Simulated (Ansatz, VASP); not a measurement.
Two plane-wave programs on Ga4N

File INCAR:

```
SYSTEM = Ga4N
  ALGO = Normal
  EDIFF = 1E-7
  EDIFFG = -0.01
  ENCUT = 600
  GGA = PE
  IBRION = 2
  ISIF = 3
  ISMEAR = 0
  LASPH = .TRUE.
  LCHARG = .FALSE.
  LREAL = .FALSE.
  LWAVE = .FALSE.
  NELM = 60
  NSW = 100
  PREC = Accurate
  SIGMA = 0.1
```

The input KPOINTS:

```
k-points
0
G
  10 10 6
  0 0 0
```

File POSCAR:

```
Ga4N
1.0
    3.7897659346      0.0000000000      0.0000000000
    0.0000000000      3.7897659346      0.0000000000
    0.0000000000      0.0000000000      5.9531732682
Ga N
4 1
Direct
    0.5000000000      0.0000000000      0.2594011335
    0.0000000000      0.5000000000      0.7405988665
    0.5000000000      0.0000000000      0.7405988665
    0.0000000000      0.5000000000      0.2594011335
    0.0000000000      0.0000000000      0.0000000000
```

Input for Ansatz:

```yaml
crystal:
  lattice:
    - [3.7897659346, 0.0, 0.0]
    - [0.0, 3.7897659346, 0.0]
    - [0.0, 0.0, 5.9531732682]
  atoms:
    - { symbol: Ga, position: [0.5, 0.0, 0.2594011335] }
    - { symbol: Ga, position: [0.0, 0.5, 0.7405988665] }
    - { symbol: Ga, position: [0.5, 0.0, 0.7405988665] }
    - { symbol: Ga, position: [0.0, 0.5, 0.2594011335] }
    - { symbol: "N", position: [0.0, 0.0, 0.0] }
basis:
  ecutwfc: 420
kpoints:
  mp_grid: { grid: [10, 10, 6] }
hamiltonian:
  xc: pbe
scf:
  occupations: { method: gaussian, width: 0.1 }
output:
  forces: true
  stress: true
  eigenvalues: true
  write_density: true
  write_potential: true
  elf: true
  volumetric_format: npy
relax:
  adjacent_minimum: "off"
  f_tol: 0.01
  max_steps: 80
  cell: { stress_tol: 0.05 }
```

Change from the starting cell: ordered vacancies on the anion sites of antifluorite (P4/mmm, No. 123).

Alike in both runs: task relaxation of cell and atoms; functional PBE; k mesh 10 × 10 × 6; occupations gaussian, width 0.1 eV; no spin polarisation.

```csv
,VASP,Ansatz
version,VASP 6.6.1,Ansatz 0.2.0
potentials or method,"VASP PAW PBE potentials, release 64 (Ga_d, N), cutoff 600 eV","scalar-relativistic, plane waves, PAW"
valence electrons in the cell,57,57
```

Ansatz gave:

| Quantity | Value |
| --- | --- |
| gap on the k mesh at the Fermi level, each at its own relaxed structure (eV) | none |
| relaxed volume (Å³/atom) | 16.94 |
| relaxed cell length with the largest relative difference (Å) | 5.919 |

Which values does VASP return?

gap on the k mesh at the Fermi level, each at its own relaxed structure (eV): none; relaxed volume (Å³/atom): 16.94; relaxed cell length with the largest relative difference (Å): 5.909.

A gap of «none» marks a metal or a gap that the smearing closes.
